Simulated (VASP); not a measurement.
# WS2 in VASP: single point with PBE+D3(BJ)

Aim: the single point of WS2 with PBE+D3(BJ).

Everything below comes from runs of VASP 6.6.1. Logs are shortened: lines on timing, memory, paths and dates and some standing lists are left out, and cuts for length are marked.

**1. The cell of the first run**

The cell holds a slab with vacuum, 3 atoms: a = 3.159 Å, b = 3.159 Å, c = 32.300 Å, α = 90.00°, β = 90.00°, γ = 120.00°.

**2. Single point, PBE+D3(BJ), non-collinear spin, zero start, spin-orbit coupling**

Contents of INCAR:

```
  PREC = Accurate
  ENCUT = 520
  EDIFF = 1E-7
  ISMEAR = 0
  SIGMA = 0.02
  LREAL = False
  LASPH = True
  NELM = 150
  ALGO = Normal
  ISIF = 2
  LWAVE = False
  LCHARG = False
  MAGMOM = 0 0 0 0 0 0 0 0 0
  LORBIT = 11
  LSORBIT = True
  GGA_COMPAT = False
  LORBMOM = True
  LMAXMIX = 4
  LDIPOL = True
  IDIPOL = 3
  DIPOL = 0.5 0.5 0.500
  GGA = PE
  IVDW = 12
  NBANDS = 39
```

Contents of KPOINTS:

```
regular mesh
0
Gamma
  12 12 1
```

Contents of POSCAR:

```
WS2
1.0
    3.1593824567      0.0000000000      0.0000000000
   -1.5796912283      2.7361054677      0.0000000000
    0.0000000000      0.0000000000     32.2996392432
S W
2 1
Direct
    0.3333333333      0.6666666667      0.4512038809
    0.3333333333      0.6666666667      0.5487961191
    0.6666666667      0.3333333333      0.5000000000
```

Potentials or basis: VASP PAW PBE potentials, release 64 (S, W_sv).

Started as:

```console
$ cat potpaw_PBE.64/S/POTCAR potpaw_PBE.64/W_sv/POTCAR > POTCAR
$ mpirun -np 1 vasp_ncl > vasp.out
```

OUTCAR:

```text
PREC = Accurate
   ENCUT = 520
   EDIFF = 1E-7
   ISMEAR = 0
   LREAL = False
   LASPH = True
   NELM = 150
   ISIF = 2
   LORBIT = 11
   LSORBIT = True
   GGA = PE
   IVDW = 12
 IVDW          = 12

 ion  position               nearest neighbor table
   1  0.333  0.667  0.451-   3 2.41   3 2.41   3 2.41
   2  0.333  0.667  0.549-   3 2.41   3 2.41   3 2.41
   3  0.667  0.333  0.500-   1 2.41   2 2.41   1 2.41   2 2.41   1 2.41   2 2.41

  LATTYP: Found a hexagonal cell.
 ALAT       =     3.1593824567
 C/A-ratio  =    10.2234027332

  Lattice vectors:

 A1 = (   3.1593824567,   0.0000000000,   0.0000000000)
 A2 = (  -1.5796912283,   2.7361054677,   0.0000000000)
 A3 = (   0.0000000000,   0.0000000000,  32.2996392432)

Analysis of symmetry for initial positions (statically):
=====================================================================
 Subroutine PRICEL returns:
 Original cell was already a primitive cell.

 Routine SETGRP: Setting up the symmetry group for a
 hexagonal supercell.

 Subroutine GETGRP returns: Found 12 space group operations
 (whereof 12 operations were pure point group operations)
 out of a pool of 24 trial point group operations.

The static configuration has the point symmetry D_3h.

Analysis of symmetry for dynamics (positions and initial velocities):
=====================================================================
 Subroutine PRICEL returns:
 Original cell was already a primitive cell.

 Routine SETGRP: Setting up the symmetry group for a
 hexagonal supercell.

 Subroutine GETGRP returns: Found 12 space group operations
 (whereof 12 operations were pure point group operations)
 out of a pool of 24 trial point group operations.

The dynamic configuration has the point symmetry D_3h.

Analysis of structural, dynamic, and magnetic symmetry:
=====================================================================
 Subroutine PRICEL returns:
 Original cell was already a primitive cell.

 Routine SETGRP: Setting up the symmetry group for a
 hexagonal supercell.

 Subroutine GETGRP returns: Found 12 space group operations
 (whereof 12 operations were pure point group operations)
 out of a pool of 24 trial point group operations.

[... 1178 lines left out ...]
 -----------------------------------------------------------------------------------
     -0.00000      1.82407     14.57372         0.000000      0.000000     -0.028342
     -0.00000      1.82407     17.72592         0.000000      0.000000      0.028342
      1.57969      0.91204     16.14982        -0.000000     -0.000000      0.000000
 -----------------------------------------------------------------------------------
    total drift:                                0.000000     -0.000000      0.000000

  FREE ENERGIE OF THE ION-ELECTRON SYSTEM (eV)
  ---------------------------------------------------
  free  energy   TOTEN  =       -25.3519537633 eV

  energy  without entropy=      -25.3519537633  energy(sigma->0) =      -25.35195376

 vacuum level on the upper side and lower side of the slab         2.382         2.382

 orbital moment (x)

 # of ion     p       d       tot
 ----------------------------------------
  1         0.000   0.000   0.000
  2        -0.000   0.000  -0.000
  3        -0.000  -0.000  -0.000
 ----------------------------------------
           -0.000  -0.000  -0.000

 orbital moment (y)

 # of ion     p       d       tot
 ----------------------------------------
  1        -0.000   0.000  -0.000
  2         0.000   0.000   0.000
  3         0.000  -0.000  -0.000
 ----------------------------------------
           -0.000  -0.000  -0.000

 orbital moment (z)

 # of ion     p       d       tot
 ----------------------------------------
  1         0.000   0.000   0.000
  2         0.000   0.000   0.000
  3         0.000   0.000   0.000
 ----------------------------------------
            0.000   0.000   0.000

 Spin-Orbit-Coupling matrix elements

 Ion:    1  E_soc:     -0.0030008
 l=   1
     0.0000000    -0.0004626    -0.0005751
    -0.0004626     0.0000000    -0.0004626
    -0.0005751    -0.0004626     0.0000000
 l=   2
     0.0000000     0.0000000     0.0000000     0.0000000     0.0000000
     0.0000000     0.0000000     0.0000000     0.0000000     0.0000000
     0.0000000     0.0000000     0.0000000     0.0000000     0.0000000
     0.0000000     0.0000000     0.0000000     0.0000000     0.0000000
     0.0000000     0.0000000     0.0000000     0.0000000     0.0000000
 l=   3
     0.0000000     0.0000000     0.0000000     0.0000000     0.0000000     0.0000000     0.0000000
     0.0000000     0.0000000     0.0000000     0.0000000     0.0000000     0.0000000     0.0000000
     0.0000000     0.0000000     0.0000000     0.0000000     0.0000000     0.0000000     0.0000000
     0.0000000     0.0000000     0.0000000     0.0000000     0.0000000     0.0000000     0.0000000
[... 29 lines left out ...]
 l=   2
     0.0000000    -0.0051259     0.0000000    -0.0051259    -0.0227623
    -0.0051259     0.0000000    -0.0165354    -0.0043687    -0.0051259
     0.0000000    -0.0165354     0.0000000    -0.0165354     0.0000000
    -0.0051259    -0.0043687    -0.0165354     0.0000000    -0.0051259
    -0.0227623    -0.0051259     0.0000000    -0.0051259     0.0000000
 l=   3
     0.0000000     0.0000000     0.0000000     0.0000000     0.0000000     0.0000000     0.0000000
     0.0000000     0.0000000     0.0000000     0.0000000     0.0000000     0.0000000     0.0000000
     0.0000000     0.0000000     0.0000000     0.0000000     0.0000000     0.0000000     0.0000000
     0.0000000     0.0000000     0.0000000     0.0000000     0.0000000     0.0000000     0.0000000
     0.0000000     0.0000000     0.0000000     0.0000000     0.0000000     0.0000000     0.0000000
     0.0000000     0.0000000     0.0000000     0.0000000     0.0000000     0.0000000     0.0000000
     0.0000000     0.0000000     0.0000000     0.0000000     0.0000000     0.0000000     0.0000000

 total charge

# of ion       s       p       d       tot
------------------------------------------
    1        1.359   2.365   0.000   3.723
    2        1.359   2.365   0.000   3.723
    3        2.320   6.334   3.386  12.040
--------------------------------------------------
tot          5.037  11.063   3.386  19.486

 magnetization (x)

# of ion       s       p       d       tot
------------------------------------------
    1       -0.000  -0.000   0.000  -0.000
    2        0.000   0.000   0.000   0.000
    3        0.000  -0.000   0.000   0.000
--------------------------------------------------
tot          0.000  -0.000   0.000   0.000

 magnetization (y)

# of ion       s       p       d       tot
------------------------------------------
    1        0.000   0.000   0.000   0.000
    2        0.000  -0.000   0.000  -0.000
    3        0.000  -0.000   0.000  -0.000
--------------------------------------------------
tot          0.000  -0.000   0.000   0.000

 magnetization (z)

# of ion       s       p       d       tot
------------------------------------------
    1       -0.000   0.000   0.000   0.000
    2       -0.000   0.000   0.000   0.000
    3       -0.000   0.000   0.000  -0.000
--------------------------------------------------
tot         -0.000   0.000   0.000   0.000
```

OSZICAR:

```text
N       E                     dE             d eps       ncg     rms          rms(c)
DAV:   1     0.219073809945E+03    0.21907E+03   -0.12177E+04  2938   0.100E+03
DAV:   2    -0.958543784949E+00   -0.22003E+03   -0.21034E+03  3489   0.237E+02
DAV:   3    -0.251530929670E+02   -0.24195E+02   -0.24027E+02  3205   0.781E+01
[... 18 lines left out ...]
DAV:  22    -0.244221757615E+02   -0.33780E-05   -0.73392E-08  2204   0.848E-04    0.315E-04
DAV:  23    -0.244221766550E+02   -0.89341E-06   -0.86377E-09  2230   0.314E-04    0.209E-04
DAV:  24    -0.244221771919E+02   -0.53696E-06   -0.47338E-09  2057   0.251E-04    0.107E-04
DAV:  25    -0.244221775469E+02   -0.35502E-06   -0.38042E-09  2063   0.177E-04    0.338E-05
DAV:  26    -0.244221776357E+02   -0.88749E-07    0.25785E-09  1913   0.865E-05
   1 F= -.25351954E+02 E0= -.25351954E+02  d E =-.423165E-57  mag=     0.0000     0.0000    -0.0000
```

Wall time 11 min (1 thread of AMD EPYC 9R45 (Zen 5), shared host); peak memory 1.1 GiB.

What came out:

```yaml
Free_energy: -25.3520 eV
Largest_force: 0.028 eV/Å
Net_moment: 0.00 μB per cell
Valence_electrons_inside_the_program's_atomic_spheres: S 3.72; W 12.04
Dispersion_energy_per_atom: -0.310 eV
```

Forces on the atoms (eV/Å):
```
S    0.000  0.000 -0.028
S    0.000  0.000  0.028
W    0.000  0.000  0.000
```

Moments on the atoms (μB; x, y, z):
```
S   0.00 0.00 0.00
S   0.00 0.00 0.00
W   0.00 0.00 0.00
```
